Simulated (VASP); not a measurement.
# BaTiO3 (Amm2) in VASP: further runs

The runs below take BaTiO3 through single point, with PBEsol.

Program: VASP 6.6.1. These are calculated values, not measurements. Logs are shortened: lines on timing, memory, paths and dates and some standing lists are left out, and cuts for length are marked.

## 1. The cell of the first run

It takes space group Amm2 (No. 38, orthorhombic). Conventional cell: a = 3.989 Å, b = 5.683 Å, c = 5.703 Å, α = 90.00°, β = 90.00°, γ = 90.00°. Ba (site symmetry mm2) has 12 O at 2.79 to 2.91 Å and 8 Ti at 3.41 to 3.55 Å within 3.7 Å. Ti (site symmetry mm2) has 6 O at 1.92 to 2.10 Å within 2.6 Å. O (site symmetry mm2) has 2 Ti at 2.00 Å within 2.6 Å. O (site symmetry m) has 2 Ti at 1.92 to 2.10 Å within 2.6 Å.

## 2. Single point, PBEsol

Contents of INCAR:

```
  ALGO = Normal
  EDIFF = 1E-7
  ENCUT = 520
  GGA = PS
  ISIF = 2
  ISMEAR = -1
  LASPH = True
  LCHARG = False
  LREAL = False
  LWAVE = False
  NBANDS = 28
  NELM = 80
  PREC = Accurate
  SIGMA = 0.114
```

Contents of KPOINTS:

```
k-points
0
Gamma
  5 5 5
```

Contents of POSCAR:

```
BaTiO3
1.0
   -3.9892311300      0.0000000000      0.0000000000
    0.0000000000     -2.8416482100      2.8513692400
    0.0000000000      2.8416482100      2.8513692400
Ba Ti O
1 1 3
Direct
    0.0000000000      0.0000000000      0.0000000000
    0.5000000000      0.5143000000      0.5143000000
    0.0000000000      0.4890000000      0.4890000000
    0.5000000000      0.9922300000      0.5044300000
    0.5000000000      0.5044300000      0.9922300000
```

Potentials or basis: VASP PAW PBE potentials, release 64 (Ba_sv, Ti_sv, O).

Command:

```bash
cat potpaw_PBE.64/Ba_sv/POTCAR potpaw_PBE.64/Ti_sv/POTCAR potpaw_PBE.64/O/POTCAR > POTCAR
mpirun -np 1 vasp_std > vasp.out
```

OUTCAR:

```text
EDIFF = 1E-7
   ENCUT = 520
   GGA = PS
   ISIF = 2
   ISMEAR = -1
   LASPH = True
   LREAL = False
   NELM = 80
   PREC = Accurate

 ion  position               nearest neighbor table
   1  0.000  0.000  0.000-   3 2.79   4 2.82   5 2.82   4 2.82   5 2.82   3 2.84   3 2.84   5 2.85
                             4 2.85   4 2.85   5 2.85   3 2.91   2 3.41   2 3.41   2 3.47   2 3.47
   2  0.500  0.514  0.514-   4 1.92   5 1.92   3 2.00   3 2.00   4 2.10   5 2.10   1 3.41   1 3.41
                             1 3.47   1 3.47   1 3.47   1 3.47   1 3.55   1 3.55
   3  0.000  0.489  0.489-   2 2.00   2 2.00   1 2.79   1 2.84   1 2.84   1 2.91
   4  0.500  0.992  0.504-   2 1.92   2 2.10   1 2.82   1 2.82   1 2.85   1 2.85
   5  0.500  0.504  0.992-   2 1.92   2 2.10   1 2.82   1 2.82   1 2.85   1 2.85

  LATTYP: Found a base centered orthorhombic cell.
 ALAT       =     5.6832964200
 B/A-ratio  =     1.0034209125
 C/A-ratio  =     0.7019220599

  Lattice vectors:

 A1 = (   0.0000000000,  -2.8416482100,  -2.8513692400)
 A2 = (   0.0000000000,  -2.8416482100,   2.8513692400)
 A3 = (  -3.9892311300,   0.0000000000,   0.0000000000)

Analysis of symmetry for initial positions (statically):
=====================================================================
 Subroutine PRICEL returns:
 Original cell was already a primitive cell.

 Routine SETGRP: Setting up the symmetry group for a
 base centered orthorhombic supercell.

 Subroutine GETGRP returns: Found  4 space group operations
 (whereof  4 operations were pure point group operations)
 out of a pool of  8 trial point group operations.

The static configuration has the point symmetry C_2v.

Analysis of symmetry for dynamics (positions and initial velocities):
=====================================================================
 Subroutine PRICEL returns:
 Original cell was already a primitive cell.

 Routine SETGRP: Setting up the symmetry group for a
 base centered orthorhombic supercell.

 Subroutine GETGRP returns: Found  4 space group operations
 (whereof  4 operations were pure point group operations)
 out of a pool of  8 trial point group operations.

The dynamic configuration has the point symmetry C_2v.

 Subroutine INISYM returns: Found  4 space group operations
 (whereof  4 operations are pure point group operations),
 and found     1 'primitive' translations

----------------------------------------------------------------------------------------

                                     Primitive cell
[... 99 lines left out ...]
   EDIFFG = 0.1E-05   stopping-criterion for IOM
   NSW    =      0    number of steps for IOM
   IBRION =     -1    ionic relax: 0-MD 1-quasi-New 2-CG
   NFREE  =      0    steps in history (QN), initial steepest desc. (CG)
   ISIF   =      2    stress and relaxation
   ISYM   =      2    0-nonsym 1-usesym 2-fastsym
   POTIM  = 0.5000    time-step for ionic-motion
   TEBEG  =    0.0;   TEEND  =   0.0 temperature during run
   PSTRESS=    0.0 pullay stress
   NELECT =      40.0000    total number of electrons
   NUPDOWN=      -1.0000    fix difference up-down
   EMIN   =  10.00;   EMAX   =-10.00  energy-range for DOS
   EFERMI =   0.00;   METHOD = LEGACY
   ISMEAR =    -1;   SIGMA  =   0.11  broadening in eV -4-tet -1-fermi 0-gaus
   EFERMI_NEDOS =   21; number of points for ismear=-14 and -15
   IALGO  =     38    algorithm
   IMIX   =      4    mixing-type and parameters
     AMIX     =   0.40;   BMIX     =  1.00
     AMIX_MAG =   1.60;   BMIX_MAG =  1.00
  volume/ion in A,a.u.               =      12.93        87.25
  Fermi-wavevector in a.u.,A,eV,Ry     =   1.395020  2.636206 26.478045  1.946081
  Thomas-Fermi vector in A             =   2.518513
   LORBIT       =      0    0 simple, 1 ext, 2 COOP (PROOUT), +10 PAW based schemes
   GGA     = PS    functional components
   LHFCALC =     F    Hartree Fock is set to
   AEXX    =    0.0000 exact exchange contribution
   IVDW    =     0    specifies the selected vdW correction
   LEPSILON=     F    determine dielectric tensor
   LRPA    =     F    only Hartree local field effects (RPA)
 non-spin polarized calculation
  energy-cutoff  :      520.00
  volume of cell :       64.65
 maximum number of plane-waves:      1769
 NGX is ok and might be reduce to    30
   NGX = 15   NGY = 15   NGZ = 15

 number of electron      39.9999996 magnetization

 Free energy of the ion-electron system (eV)
  ---------------------------------------------------
  ext. energy  EPLUGINS =         0.00000000
  ---------------------------------------------------
  free energy    TOTEN  =       -41.97547030 eV

  energy without entropy =      -41.97537911  energy(sigma->0) =      -41.97542471

 E-fermi :   4.5816     XC(G=0): -11.4694

 val. band max:        3.4950152843   @ k =   0.4000   0.4000   0.4000
 cond. band min:       5.4406808780   @ k =   0.0000   0.0000   0.0000
 fundamental gap:      1.9456655937
 Fermi energy:         4.5815878503

 k-point     1 :       0.0000    0.0000    0.0000
  band No.  band energies     occupation
      1     -52.6866      2.00000
      2     -29.0257      2.00000
      3     -29.0239      2.00000
      4     -29.0071      2.00000
      5     -21.1627      2.00000
      6     -13.1674      2.00000
[... 733 lines left out ...]
     27      11.2287      0.00000
     28      11.2377      0.00000

 [... further k-points ...]

------------------------ aborting loop because EDIFF is reached ----------------------------------------

  FORCE on cell =-STRESS in cart. coord.  units (eV):
  Direction    XX          YY          ZZ          XY          YZ          ZX
  --------------------------------------------------------------------------------------
  -------------------------------------------------------------------------------------
  Total       -1.0662100     -1.0373723     -1.2953223      0.0000000      0.0000000      0.0000000
  in kB      -26.4247185    -25.7100114    -32.1029869      0.0000000      0.0000000      0.0000000
  external PRESSURE =     -28.0792389 kB  Pullay stress =       0.0000000 kB

 VOLUME and BASIS-vectors are now :
 -----------------------------------------------------------------------------
  energy-cutoff  :      520.00
  volume of cell :       64.65
      direct lattice vectors                 reciprocal lattice vectors
    -3.989231130  0.000000000  0.000000000    -0.250674871  0.000000000  0.000000000
     0.000000000 -2.841648210  2.851369240     0.000000000 -0.175954222  0.175354350
     0.000000000  2.841648210  2.851369240     0.000000000  0.175954222  0.175354350

 POSITION                                       TOTAL-FORCE (eV/Angst)
 -----------------------------------------------------------------------------------
      0.00000      0.00000      0.00000         0.000000      0.000000      0.197073
     -1.99462      0.00000      2.93292         0.000000      0.000000      0.195513
      0.00000      0.00000      2.78864         0.000000      0.000000      0.188052
     -1.99462     -1.38616      4.26753         0.000000      0.062919     -0.290319
     -1.99462      1.38616      4.26753         0.000000     -0.062919     -0.290319
 -----------------------------------------------------------------------------------
    total drift:                               -0.000000     -0.000001      0.000432

  FREE ENERGIE OF THE ION-ELECTRON SYSTEM (eV)
  ---------------------------------------------------
  free  energy   TOTEN  =       -41.9754702982 eV

  energy  without entropy=      -41.9753791147  energy(sigma->0) =      -41.97542471
```

stdout:

```text
POSCAR found type information on POSCAR BaTiO
 POSCAR found :  3 types and       5 ions
 scaLAPACK will be used
 -----------------------------------------------------------------------------
|                                                                             |
|                                                                             |
|     You enforced a specific xc type in the INCAR file but a different       |
|     I HOPE YOU KNOW WHAT YOU ARE DOING!                                     |
|                                                                             |
 -----------------------------------------------------------------------------

 LDA part: xc-table for (Slater+PW92), standard interpolation
 POSCAR, INCAR and KPOINTS ok, starting setup
 FFT: planning ... GRIDC
 FFT: planning ... GRID_SOFT
 FFT: planning ... GRID
 WAVECAR not read
 entering main loop
```

It took 81 s on 1 thread of Oxide Virtual Turin-like, shared host; peak memory 0.16 GiB.

Results:

```yaml
Free_energy: -41.9755 eV
Pressure: -2.8 GPa
Largest_force: 0.297 eV/Å
Band_gap_on_the_k_mesh: 1.95 eV (least direct gap 2.04 eV)
```

Forces in eV/Å, atoms in the order of the input:
```
Ba   0.000  0.000  0.197
Ti   0.000  0.000  0.196
O    0.000  0.000  0.188
O    0.000  0.063 -0.290
O    0.000 -0.063 -0.290
```

Caveat: the PAW data sets were made with another functional, which shifts forces and pressure a little; spin-orbit coupling is left out, which moves the levels of the heavy elements. A k mesh can miss the band edges.

## 3. Single point, PBEsol

Contents of INCAR:

```
SYSTEM = BaTiO3
PREC = Accurate ; ENCUT = 520
EDIFF = 1E-7 ; ISMEAR = -1
SIGMA = 0.114 ; LREAL = .FALSE.
LASPH = .TRUE. ; NELM = 80
ALGO = Normal ; ISIF = 2
LWAVE = .FALSE. ; LCHARG = .FALSE.
GGA = PS ; NBANDS = 28
```

Contents of KPOINTS:

```
regular mesh
0
G
  5 5 5
  0 0 0
```

POSCAR is that of step 2.

Potentials or basis: VASP PAW PBE potentials, release 64 (Ba_sv, Ti_sv, O).

Command:

```bash
cat potpaw_PBE.64/Ba_sv/POTCAR potpaw_PBE.64/Ti_sv/POTCAR potpaw_PBE.64/O/POTCAR > POTCAR
mpirun -np 1 vasp_std > vasp.out
```

OUTCAR:

```text
SYSTEM = BaTiO3
   PREC = Accurate
   ENCUT = 520
   EDIFF = 1E-7
   ISMEAR = -1
   LREAL = .FALSE.
   LASPH = .TRUE.
   NELM = 80
   ISIF = 2
   GGA = PS

 ion  position               nearest neighbor table
   1  0.000  0.000  0.000-   3 2.79   4 2.82   5 2.82   4 2.82   5 2.82   3 2.84   3 2.84   5 2.85
                             4 2.85   4 2.85   5 2.85   3 2.91   2 3.41   2 3.41   2 3.47   2 3.47
   2  0.500  0.514  0.514-   4 1.92   5 1.92   3 2.00   3 2.00   4 2.10   5 2.10   1 3.41   1 3.41
                             1 3.47   1 3.47   1 3.47   1 3.47   1 3.55   1 3.55
   3  0.000  0.489  0.489-   2 2.00   2 2.00   1 2.79   1 2.84   1 2.84   1 2.91
   4  0.500  0.992  0.504-   2 1.92   2 2.10   1 2.82   1 2.82   1 2.85   1 2.85
   5  0.500  0.504  0.992-   2 1.92   2 2.10   1 2.82   1 2.82   1 2.85   1 2.85

  LATTYP: Found a base centered orthorhombic cell.
 ALAT       =     5.6832964200
 B/A-ratio  =     1.0034209125
 C/A-ratio  =     0.7019220599

  Lattice vectors:

 A1 = (   0.0000000000,  -2.8416482100,  -2.8513692400)
 A2 = (   0.0000000000,  -2.8416482100,   2.8513692400)
 A3 = (  -3.9892311300,   0.0000000000,   0.0000000000)

[... 183 lines left out ...]
 cond. band min:       5.4406808780   @ k =   0.0000   0.0000   0.0000
 fundamental gap:      1.9456655937
 Fermi energy:         4.5815878503

 k-point     1 :       0.0000    0.0000    0.0000
  band No.  band energies     occupation
      1     -52.6866      2.00000
      2     -29.0257      2.00000
      3     -29.0239      2.00000
      4     -29.0071      2.00000
      5     -21.1627      2.00000
      6     -13.1674      2.00000
[... 733 lines left out ...]
     27      11.2287      0.00000
     28      11.2377      0.00000

 [... further k-points ...]

------------------------ aborting loop because EDIFF is reached ----------------------------------------

  FORCE on cell =-STRESS in cart. coord.  units (eV):
  Direction    XX          YY          ZZ          XY          YZ          ZX
  --------------------------------------------------------------------------------------
  -------------------------------------------------------------------------------------
  Total       -1.0662100     -1.0373723     -1.2953223      0.0000000      0.0000000      0.0000000
  in kB      -26.4247185    -25.7100114    -32.1029869      0.0000000      0.0000000      0.0000000
  external PRESSURE =     -28.0792389 kB  Pullay stress =       0.0000000 kB

 VOLUME and BASIS-vectors are now :
 -----------------------------------------------------------------------------
  energy-cutoff  :      520.00
  volume of cell :       64.65
      direct lattice vectors                 reciprocal lattice vectors
    -3.989231130  0.000000000  0.000000000    -0.250674871  0.000000000  0.000000000
     0.000000000 -2.841648210  2.851369240     0.000000000 -0.175954222  0.175354350
     0.000000000  2.841648210  2.851369240     0.000000000  0.175954222  0.175354350

 POSITION                                       TOTAL-FORCE (eV/Angst)
 -----------------------------------------------------------------------------------
      0.00000      0.00000      0.00000         0.000000      0.000000      0.197073
     -1.99462      0.00000      2.93292         0.000000      0.000000      0.195513
      0.00000      0.00000      2.78864         0.000000      0.000000      0.188052
     -1.99462     -1.38616      4.26753         0.000000      0.062919     -0.290319
     -1.99462      1.38616      4.26753         0.000000     -0.062919     -0.290319
 -----------------------------------------------------------------------------------
    total drift:                               -0.000000     -0.000001      0.000432

  FREE ENERGIE OF THE ION-ELECTRON SYSTEM (eV)
  ---------------------------------------------------
  free  energy   TOTEN  =       -41.9754702982 eV

  energy  without entropy=      -41.9753791147  energy(sigma->0) =      -41.97542471
```

stdout:

```text
POSCAR found type information on POSCAR BaTiO
 POSCAR found :  3 types and       5 ions
 scaLAPACK will be used
 -----------------------------------------------------------------------------
|                                                                             |
|                                                                             |
|     You enforced a specific xc type in the INCAR file but a different       |
|     I HOPE YOU KNOW WHAT YOU ARE DOING!                                     |
|                                                                             |
 -----------------------------------------------------------------------------

 LDA part: xc-table for (Slater+PW92), standard interpolation
 POSCAR, INCAR and KPOINTS ok, starting setup
 FFT: planning ... GRIDC
 FFT: planning ... GRID_SOFT
 FFT: planning ... GRID
 WAVECAR not read
 entering main loop
```

Wall time 71 s (1 thread of Oxide Virtual Turin-like, shared host); peak memory 0.16 GiB.

Results:

```
Free energy            : -41.9755 eV
Pressure               : -2.8 GPa
Largest force          : 0.297 eV/Å
Band gap on the k mesh : 1.95 eV (least direct gap 2.04 eV)
```

Forces in eV/Å, atoms in the order of the input:
```
Ba   0.000  0.000  0.197
Ti   0.000  0.000  0.196
O    0.000  0.000  0.188
O    0.000  0.063 -0.290
O    0.000 -0.063 -0.290
```

Caveat: the PAW data sets were made with another functional, which shifts forces and pressure a little; spin-orbit coupling is left out, which moves the levels of the heavy elements.

## 4. Single point, PBEsol

Contents of INCAR:

```
SYSTEM = BaTiO3
ALGO     = Normal         ! electronic algorithm
EDIFF    = 1E-7           ! SCF threshold, eV
ENCUT    = 520            ! plane-wave cutoff, eV
GGA      = PS             ! functional
ISIF     = 2              ! what is computed and relaxed
ISMEAR   = -1             ! smearing method
ISYM     = 0            
LASPH    = .True.         ! aspherical terms in the spheres
LCHARG   = .False.        ! write CHGCAR
LREAL    = .False.        ! projectors in reciprocal space
LWAVE    = .False.        ! write WAVECAR
NBANDS   = 28             ! bands
NELM     = 60             ! most SCF steps
PREC     = Accurate       ! precision mode
SIGMA    = 0.114          ! smearing width, eV
```

Contents of KPOINTS:

```
k-points
0
Gamma
  8 8 8
  0 0 0
```

POSCAR is that of step 3.

Command:

```bash
cat potpaw_PBE.64/Ba_sv/POTCAR potpaw_PBE.64/Ti_sv/POTCAR potpaw_PBE.64/O/POTCAR > POTCAR
mpirun -np 1 vasp_std > vasp.out
```

Wall time 11 min (1 thread of Oxide Virtual Turin-like, shared host); peak memory 0.5 GiB.

Results (log left out):

| Item | Value |
| --- | --- |
| Free energy | -41.9768 eV |
| Pressure | -2.8 GPa |
| Largest force | 0.290 eV/Å |
| Band gap on the k mesh | 1.82 eV (least direct gap 2.04 eV) |

Forces on the atoms (eV/Å):
```
Ba   0.000  0.000  0.196
Ti   0.000  0.000  0.175
O    0.000  0.000  0.195
O    0.000  0.063 -0.283
O    0.000 -0.063 -0.283
```

Stress tensor (GPa, compression positive):
```
-2.63  0.00  0.00
 0.00 -2.58  0.00
 0.00  0.00 -3.22
```

Levels at points of the mesh, in eV from the valence-band top:
```tsv
k point	band 18	band 19	band 20	band 21	band 22	band 23
(0.00, 0.00, 0.00)	-0.37	-0.27	-0.23	1.82	1.89	2.03
(0.50, 0.00, 0.00)	-1.75	-0.87	-0.80	2.04	3.50	3.59
(0.00, 0.50, 0.00)	-1.70	-0.84	-0.75	2.07	3.52	3.55
(0.00, 0.00, 0.50)	-1.70	-0.84	-0.75	2.07	3.52	3.55
(0.50, 0.50, 0.00)	-0.91	-0.90	-0.09	3.54	3.56	3.93
(0.50, 0.00, 0.50)	-0.91	-0.90	-0.09	3.54	3.56	3.93
(0.00, 0.50, 0.50)	-0.92	-0.88	-0.15	3.53	3.58	3.92
(0.50, 0.50, 0.50)	-0.06	-0.01	0.00	4.14	4.18	4.20
```

Caveat: the PAW data sets were made with another functional, which shifts forces and pressure a little; spin-orbit coupling is left out, which moves the levels of the heavy elements. A k mesh can miss the band edges.
